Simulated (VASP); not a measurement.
# BaTiO3 (R3m) in VASP: notebook, part 2 of 2

VASP 6.6.1. Earlier steps stand in the parts before.

### Step 3. Single point, PBE (13.35 Å³/atom)

This run uses another cell than the first one, of 13.35 Å³/atom.

INCAR

```
  ALGO = Normal
  EDIFF = 1E-6
  ENCUT = 910
  GGA = PE
  GGA_COMPAT = F
  ISIF = 2
  ISMEAR = -1
  LASPH = T
  LCHARG = T
  LELF = T
  LREAL = F
  LVHAR = T
  LWAVE = F
  NBANDS = 28
  NELM = 120
  PREC = Accurate
  SIGMA = 0.02
```

KPOINTS

```
k-points
0
Gamma
  8 8 8
```

POSCAR

```
BaTiO3
1.0
    2.8648775342      1.6540378156      2.3482319842
   -2.8648775342      1.6540378156      2.3482319842
    0.0000000000     -3.3080756311      2.3482319842
Ba Ti O
1 1 3
Direct
   -0.0045713476     -0.0045713476     -0.0045713476
    0.4812449094      0.4812449094      0.4812449094
    0.5113403951      0.5113403951      0.0219456479
    0.0219456479      0.5113403951      0.5113403951
    0.5113403951      0.0219456479      0.5113403951
```

Potentials or basis: VASP PAW PBE potentials, release 64 (Ba_sv, Ti_sv, O_h).

Launch:

```console
$ cat potpaw_PBE.64/Ba_sv/POTCAR potpaw_PBE.64/Ti_sv/POTCAR potpaw_PBE.64/O_h/POTCAR > POTCAR
$ mpirun -np 1 vasp_std > vasp.out
```

OUTCAR:

```text
EDIFF = 1E-6
   ENCUT = 910
   GGA = PE
   ISIF = 2
   ISMEAR = -1
   LASPH = T
   LREAL = F
   NELM = 120
   PREC = Accurate

 ion  position               nearest neighbor table
   1  0.995  0.995  0.995-   4 2.78   5 2.78   3 2.78   5 2.87   4 2.87   3 2.87   3 2.87   4 2.87
                             5 2.87   4 2.97   5 2.97   3 2.97   2 3.42   2 3.48   2 3.48   2 3.48
   2  0.481  0.481  0.481-   3 1.87   4 1.87   5 1.87   3 2.20   4 2.20   5 2.20   1 3.42   1 3.48
                             1 3.48   1 3.48   1 3.54   1 3.54   1 3.54   1 3.62
   3  0.511  0.511  0.022-   2 1.87   2 2.20   1 2.78   1 2.87   1 2.87   1 2.97
   4  0.022  0.511  0.511-   2 1.87   2 2.20   1 2.78   1 2.87   1 2.87   1 2.97
   5  0.511  0.022  0.511-   2 1.87   2 2.20   1 2.78   1 2.87   1 2.87   1 2.97

  LATTYP: Found a trigonal (rhomboedric) cell.
 ALAT       =     4.0567915688
 COS(alpha) =     0.0025830844

  Lattice vectors:

 A1 = (   2.8648775342,   1.6540378156,   2.3482319842)
 A2 = (  -2.8648775342,   1.6540378156,   2.3482319842)
 A3 = (   0.0000000000,  -3.3080756311,   2.3482319842)

Analysis of symmetry for initial positions (statically):
=====================================================================
 Subroutine PRICEL returns:
 Original cell was already a primitive cell.

 Routine SETGRP: Setting up the symmetry group for a
 trigonal (rhombohedral) supercell.

 Subroutine GETGRP returns: Found  6 space group operations
 (whereof  6 operations were pure point group operations)
 out of a pool of 12 trial point group operations.

The static configuration has the point symmetry C_3v.

Analysis of symmetry for dynamics (positions and initial velocities):
=====================================================================
 Subroutine PRICEL returns:
 Original cell was already a primitive cell.

 Routine SETGRP: Setting up the symmetry group for a
 trigonal (rhombohedral) supercell.

 Subroutine GETGRP returns: Found  6 space group operations
 (whereof  6 operations were pure point group operations)
 out of a pool of 12 trial point group operations.

The dynamic configuration has the point symmetry C_3v.

 Subroutine INISYM returns: Found  6 space group operations
 (whereof  6 operations are pure point group operations),
 and found     1 'primitive' translations

----------------------------------------------------------------------------------------

                                     Primitive cell

  volume of cell :      66.7642

  direct lattice vectors                    reciprocal lattice vectors
     2.864877534  1.654037816  2.348231984     0.174527530  0.100763516  0.141950768
    -2.864877534  1.654037816  2.348231984    -0.174527530  0.100763516  0.141950768
     0.000000000 -3.308075631  2.348231984     0.000000000 -0.201527033  0.141950768

  length of vectors
     4.056791569  4.056791569  4.056791569     0.246501857  0.246501857  0.246501857

  position of ions in fractional coordinates (direct lattice)
     0.995428652  0.995428652  0.995428652
     0.481244909  0.481244909  0.481244909
     0.511340395  0.511340395  0.021945648
     0.021945648  0.511340395  0.511340395
     0.511340395  0.021945648  0.511340395

  ion indices of the primitive-cell ions
   primitive index   ion index
                 1           1
                 2           2
                 3           3
                 4           4
                 5           5

[... 22 lines left out ...]
 ===========================================

 Found     65 irreducible k-points:

 Following reciprocal coordinates:
            Coordinates               Weight
  0.000000  0.000000  0.000000      1.000000
  0.125000  0.000000  0.000000      6.000000
  0.250000  0.000000  0.000000      6.000000
  0.375000  0.000000  0.000000      6.000000
  0.500000  0.000000  0.000000      3.000000
  0.125000  0.125000  0.000000      6.000000
[... 16 lines left out ...]
  0.250000  0.125000  0.125000      6.000000
  0.375000  0.125000  0.125000      6.000000
 [... further k-points ...]
   k-points           NKPTS =     65   k-points in BZ     NKDIM =     65   number of bands    NBANDS=     28
   number of dos      NEDOS =    301   number of ions     NIONS =      5
   total plane-waves  NPLWV =  64000
   dimension x,y,z NGX =    40 NGY =   40 NGZ =   40
   dimension x,y,z NGXF=    80 NGYF=   80 NGZF=   80
   ions per type =               1   1   3
   NGX,Y,Z   is equivalent  to a cutoff of  16.39, 16.39, 16.39 a.u.
   NGXF,Y,Z  is equivalent  to a cutoff of  32.78, 32.78, 32.78 a.u.
 SYSTEM =  unknown system
   PREC   = accura    normal or accurate (medium, high low for compatibility)
   ISTART =      0    job   : 0-new  1-cont  2-samecut
   ICHARG =      2    charge: 1-file 2-atom 10-const
   ISPIN  =      1    spin polarized calculation?
   LNONCOLLINEAR =      F non collinear calculations
   LSORBIT =      F    spin-orbit coupling
   LASPH  =      T    aspherical Exc in radial PAW
   ENCUT  =  910.0 eV  66.88 Ry    8.18 a.u.   9.98  9.98  9.98*2*pi/ulx,y,z
   NELM   =    120;   NELMIN=  2; NELMDL= -5     # of ELM steps
   EDIFF  = 0.1E-05   stopping-criterion for ELM
   LREAL  =      F    real-space projection
   EDIFFG = 0.1E-04   stopping-criterion for IOM
   NSW    =      0    number of steps for IOM
   IBRION =     -1    ionic relax: 0-MD 1-quasi-New 2-CG
   NFREE  =      0    steps in history (QN), initial steepest desc. (CG)
   ISIF   =      2    stress and relaxation
   ISYM   =      2    0-nonsym 1-usesym 2-fastsym
   POTIM  = 0.5000    time-step for ionic-motion
   TEBEG  =    0.0;   TEEND  =   0.0 temperature during run
   PSTRESS=    0.0 pullay stress
   NELECT =      40.0000    total number of electrons
   NUPDOWN=      -1.0000    fix difference up-down
   EMIN   =  10.00;   EMAX   =-10.00  energy-range for DOS
   EFERMI =   0.00;   METHOD = LEGACY
   ISMEAR =    -1;   SIGMA  =   0.02  broadening in eV -4-tet -1-fermi 0-gaus
   EFERMI_NEDOS =   21; number of points for ismear=-14 and -15
   IALGO  =     38    algorithm
   IMIX   =      4    mixing-type and parameters
     AMIX     =   0.40;   BMIX     =  1.00
     AMIX_MAG =   1.60;   BMIX_MAG =  1.00
  volume/ion in A,a.u.               =      13.35        90.11
  Fermi-wavevector in a.u.,A,eV,Ry     =   1.380110  2.608029 25.915051  1.904703
  Thomas-Fermi vector in A             =   2.505017
   LORBIT       =      0    0 simple, 1 ext, 2 COOP (PROOUT), +10 PAW based schemes
   GGA     = PE    functional components
   LHFCALC =     F    Hartree Fock is set to
   AEXX    =    0.0000 exact exchange contribution
   IVDW    =     0    specifies the selected vdW correction
   LEPSILON=     F    determine dielectric tensor
   LRPA    =     F    only Hartree local field effects (RPA)
 non-spin polarized calculation
  energy-cutoff  :      910.00
  volume of cell :       66.76
 maximum number of plane-waves:      4224
   NGX = 19   NGY = 19   NGZ = 19

 number of electron      40.0000003 magnetization

 Free energy of the ion-electron system (eV)
  ---------------------------------------------------
  ext. energy  EPLUGINS =         0.00000000
  ---------------------------------------------------
  free energy    TOTEN  =       -40.08087893 eV

  energy without entropy =      -40.08087893  energy(sigma->0) =      -40.08087893

 E-fermi :   4.3362     XC(G=0): -11.0239

 val. band max:        3.7936801532   @ k =   0.5000   0.5000   0.5000
 cond. band min:       6.3548179217   @ k =   0.0000   0.0000   0.0000
 fundamental gap:      2.5611377685
 Fermi energy:         4.3361792831

 k-point     1 :       0.0000    0.0000    0.0000
  band No.  band energies     occupation
      1     -52.5071      2.00000
      2     -28.7633      2.00000
      3     -28.7578      2.00000
      4     -28.7578      2.00000
      5     -21.0988      2.00000
      6     -12.9215      2.00000
[... 733 lines left out ...]
     27      11.1952      0.00000
     28      12.2919      0.00000

 [... further k-points ...]
[... 5 lines left out ...]
  --------------------------------------------------------------------------------------
  -------------------------------------------------------------------------------------
  Total        0.4700785      0.4700785      0.7774116      0.0000000      0.0000000      0.0000000
  in kB       11.2807312     11.2807312     18.6559707      0.0000000      0.0000000      0.0000000
  external PRESSURE =      13.7391444 kB  Pullay stress =       0.0000000 kB

 VOLUME and BASIS-vectors are now :
 -----------------------------------------------------------------------------
  energy-cutoff  :      910.00
  volume of cell :       66.76
      direct lattice vectors                 reciprocal lattice vectors
     2.864877534  1.654037816  2.348231984     0.174527530  0.100763516  0.141950768
    -2.864877534  1.654037816  2.348231984    -0.174527530  0.100763516  0.141950768
     0.000000000 -3.308075631  2.348231984     0.000000000 -0.201527033  0.141950768

 POSITION                                       TOTAL-FORCE (eV/Angst)
 -----------------------------------------------------------------------------------
      0.00000      0.00000      7.01249         0.000000      0.000000      0.041449
      0.00000      0.00000      3.39022         0.000000      0.000000      0.045507
      0.00000      1.61895      2.45303         0.000000      0.013192     -0.028985
     -1.40206     -0.80948      2.45303        -0.011424     -0.006596     -0.028985
      1.40206     -0.80948      2.45303         0.011424     -0.006596     -0.028985
 -----------------------------------------------------------------------------------
    total drift:                                0.000000      0.000005     -0.000041

  FREE ENERGIE OF THE ION-ELECTRON SYSTEM (eV)
  ---------------------------------------------------
  free  energy   TOTEN  =       -40.0808789308 eV

  energy  without entropy=      -40.0808789308  energy(sigma->0) =      -40.08087893
```

It took 6.9 min on 1 thread of Intel Xeon Platinum 8375C at 2.90GHz (Ice Lake), shared host; peak memory 0.44 GiB.

What came out:

| Item | Value |
| --- | --- |
| Free energy | -40.0809 eV |
| Pressure | 1.4 GPa |
| Largest force | 0.046 eV/Å |
| Band gap on the k mesh | 2.56 eV (least direct gap 3.06 eV) |

Forces on the atoms (eV/Å):
```
Ba   0.000  0.000  0.041
Ti   0.000  0.000  0.046
O    0.000  0.013 -0.029
O   -0.011 -0.007 -0.029
O    0.011 -0.007 -0.029
```

Caveat: the cutoff is under 1.25 times the usual one of these potentials, so pressure, stress and relaxed cells hold a basis-set (Pulay) error; spin-orbit coupling is left out, which moves the levels of the heavy elements. A k mesh can miss the band edges.

### Step 4. Single point, PBE (z stretched by +2 %, then relaxed in part)

INCAR

```
PREC = Accurate
ENCUT = 910
EDIFF = 1E-6
ISMEAR = -1
SIGMA = 0.02
LREAL = False
LASPH = True
NELM = 120
ALGO = Normal
ISIF = 2
LWAVE = False
LCHARG = False
GGA = PE
NBANDS = 28
GGA_COMPAT = False
```

KPOINTS

```
Automatic mesh
0
Gamma
  8 8 8
```

POSCAR

```
BaTiO3
1.0
    2.8276671207      1.6325543733      2.3640866530
   -2.8276671207      1.6325543733      2.3640866530
    0.0000000000     -3.2651087466      2.3640866530
Ba Ti O
1 1 3
Direct
   -0.0040151300     -0.0040151300     -0.0040151300
    0.4827212529      0.4827212529      0.4827212529
    0.5116439555      0.5116439555      0.0193059661
    0.0193059661      0.5116439555      0.5116439555
    0.5116439555      0.0193059661      0.5116439555
```

Potentials or basis: VASP PAW PBE potentials, release 64 (Ba_sv, Ti_sv, O_h).

Launch:

```console
$ cat potpaw_PBE.64/Ba_sv/POTCAR potpaw_PBE.64/Ti_sv/POTCAR potpaw_PBE.64/O_h/POTCAR > POTCAR
$ mpirun -np 1 vasp_std > vasp.out
```

OUTCAR:

```text
PREC = Accurate
   ENCUT = 910
   EDIFF = 1E-6
   ISMEAR = -1
   LREAL = False
   LASPH = True
   NELM = 120
   ISIF = 2
   GGA = PE

 ion  position               nearest neighbor table
   1  0.996  0.996  0.996-   3 2.78   4 2.78   5 2.78   4 2.83   5 2.83   5 2.83   4 2.83   3 2.83
                             3 2.83   3 2.97   4 2.97   5 2.97   2 3.44   2 3.44   2 3.44   2 3.45
   2  0.483  0.483  0.483-   3 1.87   4 1.87   5 1.87   3 2.17   4 2.17   5 2.17   1 3.44   1 3.44
                             1 3.44   1 3.45   1 3.51   1 3.51   1 3.51   1 3.64
   3  0.512  0.512  0.019-   2 1.87   2 2.17   1 2.78   1 2.83   1 2.83   1 2.97
   4  0.019  0.512  0.512-   2 1.87   2 2.17   1 2.78   1 2.83   1 2.83   1 2.97
[... 950 lines left out ...]
  Total        2.0897258      2.0897258      0.5306880      0.0000000      0.0000000      0.0000000
  in kB       51.1315907     51.1315907     12.9849201      0.0000000      0.0000000      0.0000000
  external PRESSURE =      38.4160338 kB  Pullay stress =       0.0000000 kB

 VOLUME and BASIS-vectors are now :
 -----------------------------------------------------------------------------
  energy-cutoff  :      910.00
  volume of cell :       65.48
      direct lattice vectors                 reciprocal lattice vectors
     2.827667121  1.632554373  2.364086653     0.176824208  0.102089504  0.140998780
    -2.827667121  1.632554373  2.364086653    -0.176824208  0.102089504  0.140998780
     0.000000000 -3.265108747  2.364086653     0.000000000 -0.204179009  0.140998780

 POSITION                                       TOTAL-FORCE (eV/Angst)
 -----------------------------------------------------------------------------------
      0.00000      0.00000      7.06378        -0.000000      0.000000      0.041660
      0.00000      0.00000      3.42358        -0.000000      0.000000      0.043989
      0.00000      1.60754      2.46478        -0.000000      0.015463     -0.028550
     -1.39217     -0.80377      2.46478        -0.013391     -0.007731     -0.028550
      1.39217     -0.80377      2.46478         0.013391     -0.007731     -0.028550
 -----------------------------------------------------------------------------------
    total drift:                               -0.000000      0.000002      0.001027

  FREE ENERGIE OF THE ION-ELECTRON SYSTEM (eV)
  ---------------------------------------------------
  free  energy   TOTEN  =       -40.0502128370 eV

  energy  without entropy=      -40.0502128370  energy(sigma->0) =      -40.05021284
```

It took 2.2 min on 1 thread of Intel Xeon 6975P-C (Granite Rapids), shared host; peak memory 0.43 GiB.

What came out:

```yaml
Free_energy: -40.0502 eV
Pressure: 3.8 GPa
Largest_force: 0.044 eV/Å
Band_gap_on_the_k_mesh: 2.50 eV (least direct gap 2.92 eV)
```

Forces in eV/Å, atoms in the order of the input:
```
Ba   0.000  0.000  0.042
Ti   0.000  0.000  0.044
O    0.000  0.015 -0.029
O   -0.013 -0.008 -0.029
O    0.013 -0.008 -0.029
```

Levels at points of the mesh, in eV from the valence-band top:
```
           k point  band 16  band 17  band 18  band 19  band 20  band 21  band 22  band 23  band 24  band 25
(0.00, 0.00, 0.00)    -1.35    -0.97    -0.66    -0.42    -0.42     2.50     2.50     2.72     4.52     4.52
(0.50, 0.00, 0.00)    -2.01    -1.65    -1.57    -1.03    -0.80     2.68     3.78     3.90     4.48     6.04
(0.50, 0.50, 0.00)    -2.61    -1.56    -0.91    -0.81    -0.08     3.85     3.88     4.17     4.98     7.65
(0.50, 0.50, 0.50)    -2.33    -2.33    -0.01    -0.01     0.00     4.27     4.43     4.43     6.47     6.47
```

Caveat: the cell differs from its parent crystal (z stretched by +2 %, then relaxed in part); the cutoff is under 1.25 times the usual one of these potentials, so pressure, stress and relaxed cells hold a basis-set (Pulay) error; the cell stands under pressure; spin-orbit coupling is left out, which moves the levels of the heavy elements. A k mesh can miss the band edges.

### Step 5. Single point, PBE (z stretched by +3 %, then relaxed in part)

INCAR

```
SYSTEM = BaTiO3
ALGO = Normal ; EDIFF = 1E-7
ENCUT = 520 ; GGA = PE
ISIF = 2 ; ISMEAR = -1
LASPH = .TRUE. ; LCHARG = .TRUE.
LELF = .TRUE. ; LREAL = .FALSE.
LVHAR = .TRUE. ; LWAVE = .FALSE.
NBANDS = 28 ; NELM = 100
PREC = Accurate ; SIGMA = 0.02
```

KPOINTS

```
k-points
0
G
  8 8 8
  0 0 0
```

POSCAR

```
BaTiO3
1.0
    2.8276671207      1.6325543733      2.3872639731
   -2.8276671207      1.6325543733      2.3872639731
    0.0000000000     -3.2651087466      2.3872639731
Ba Ti O
1 1 3
Direct
   -0.0051429478     -0.0051429478     -0.0051429478
    0.4810913353      0.4810913353      0.4810913353
    0.5124170819      0.5124170819      0.0205174487
    0.0205174487      0.5124170819      0.5124170819
    0.5124170819      0.0205174487      0.5124170819
```

Potentials or basis: VASP PAW PBE potentials, release 64 (Ba_sv, Ti_sv, O).

Launch:

```console
$ cat potpaw_PBE.64/Ba_sv/POTCAR potpaw_PBE.64/Ti_sv/POTCAR potpaw_PBE.64/O/POTCAR > POTCAR
$ mpirun -np 1 vasp_std > vasp.out
```

Run time: 3.3 min. Hardware: 1 thread of Intel Xeon 8259CL, shared host; peak memory 0.26 GiB.

It converged, with:

```yaml
Free_energy: -40.0233 eV
Pressure: 3.3 GPa
Largest_force: 0.091 eV/Å
Band_gap_on_the_k_mesh: 2.58 eV (least direct gap 3.03 eV)
```

Forces in eV/Å, atoms in the order of the input:
```
Ba   0.000  0.000  0.040
Ti   0.000  0.000  0.091
O    0.000  0.036 -0.044
O   -0.031 -0.018 -0.044
O    0.031 -0.018 -0.044
```

Stress tensor (GPa, compression positive):
```
 5.17  0.00  0.00
 0.00  5.17  0.00
 0.00  0.00 -0.36
```

Levels at points of the mesh, in eV from the valence-band top:
```tsv
k point	band 16	band 17	band 18	band 19	band 20	band 21	band 22	band 23	band 24	band 25
(0.00, 0.00, 0.00)	-1.38	-0.92	-0.74	-0.45	-0.45	2.58	2.58	2.84	4.57	4.57
(0.50, 0.00, 0.00)	-1.99	-1.62	-1.54	-1.08	-0.79	2.76	3.79	3.93	4.52	5.99
(0.50, 0.50, 0.00)	-2.57	-1.54	-0.92	-0.79	-0.07	3.87	3.90	4.18	4.96	7.58
(0.50, 0.50, 0.50)	-2.31	-2.31	0.00	0.00	0.00	4.25	4.43	4.43	6.40	6.40
```

Caveat: the cell differs from its parent crystal (z stretched by +3 %, then relaxed in part); the cell stands under pressure; spin-orbit coupling is left out, which moves the levels of the heavy elements. A k mesh can miss the band edges.

### Step 6. The runs side by side

```csv
potentials or basis,cell,cutoff (eV),gap on the mesh (eV),pressure (GPa),largest force (eV/Å)
"VASP PAW PBE potentials, release 64 (Ba_sv, Ti_sv, O_h)","a = 4.045 Å, angles 88.7°, 5 atoms, atomic positions A",910,2.59,3.0,0.05
"VASP PAW PBE potentials, release 64 (Ba_sv, Ti_sv, O_h)","a = 4.057 Å, angles 89.9°, 5 atoms, atomic positions A",910,2.56,1.4,0.05
"VASP PAW PBE potentials, release 64 (Ba_sv, Ti_sv, O_h)","a = 4.031 Å, angles 89.1°, 5 atoms, atomic positions B",910,2.50,3.8,0.04
"VASP PAW PBE potentials, release 64 (Ba_sv, Ti_sv, O)","a = 4.045 Å, angles 88.7°, 5 atoms, atomic positions A",520,2.58,3.3,0.09
```

Alike in all rows: task single point; level PBE; no spin polarisation; k mesh 8 × 8 × 8; smearing fermi-dirac 0.02 eV.

Caveats: spin-orbit coupling is left out, which moves the levels of the heavy elements; the cutoff is under 1.25 times the usual one of these potentials, so pressure, stress and relaxed cells hold a basis-set (Pulay) error (at least some runs); the cell stands under pressure (at least some runs).

Absolute energies hang on the potentials; compare differences alone.
